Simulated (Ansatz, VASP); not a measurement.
## HgS in VASP and in Ansatz

INCAR

```
ALGO = Normal
EDIFF = 1E-6
ENCUT = 500
GGA = PS
GGA_COMPAT = False
ISIF = 2
ISMEAR = 0
LASPH = True
LCHARG = True
LELF = True
LREAL = False
LVHAR = True
LWAVE = False
NBANDS = 16
NELM = 120
PREC = Accurate
SIGMA = 0.05
```

Contents of KPOINTS:

```
k-points
0
Gamma
  8 8 8
```

Contents of POSCAR:

```
HgS
1.0
    0.0000000000      2.9183160270      2.9183160270
    2.9183160270      0.0000000000      2.9183160270
    2.9183160270      2.9183160270      0.0000000000
Hg S
1 1
Direct
    0.0000000000      0.0000000000      0.0000000000
    0.7500000000      0.7500000000      0.7500000000
```

Input for Ansatz:

```yaml
crystal:
  lattice:
    - [0.0, 2.918316027, 2.918316027]
    - [2.918316027, 0.0, 2.918316027]
    - [2.918316027, 2.918316027, 0.0]
  atoms:
    - { symbol: Hg, position: [0.0, 0.0, 0.0] }
    - { symbol: S, position: [0.75, 0.75, 0.75] }
basis:
  ecutwfc: 420
  ecutrho_ratio: 4
kpoints:
  mp_grid: { grid: [8, 8, 8] }
hamiltonian:
  xc: pbesol
scf:
  occupations: { method: gaussian, width: 0.05 }
output:
  forces: true
  stress: true
  eigenvalues: true
```

Alike in both runs: task single point; functional PBEsol; k mesh 8 × 8 × 8; occupations gaussian, width 0.05 eV; no spin polarisation.

|  | VASP | Ansatz |
| --- | --- | --- |
| version | VASP 6.6.1 | Ansatz 0.2.0 |
| potentials or method | VASP PAW PBE potentials, release 64 (Hg, S), cutoff 500 eV | scalar-relativistic, plane waves, PAW |
| valence electrons in the cell | 18 | 26 |

Ansatz gave:

- gap on the k mesh at the Fermi level (eV): none
- pressure (GPa): 1.3

Q: Which values does VASP return?

A: gap on the k mesh at the Fermi level (eV): none; pressure (GPa): 1.7.

VASP's potentials were made for PBE, not for PBEsol. A gap of «none» marks a metal or a gap that the smearing closes. VASP's potentials hold 18 valence electrons a cell and Ansatz's 26, so a difference there can come from the potentials and not from the codes.

Spin-orbit coupling is off throughout.
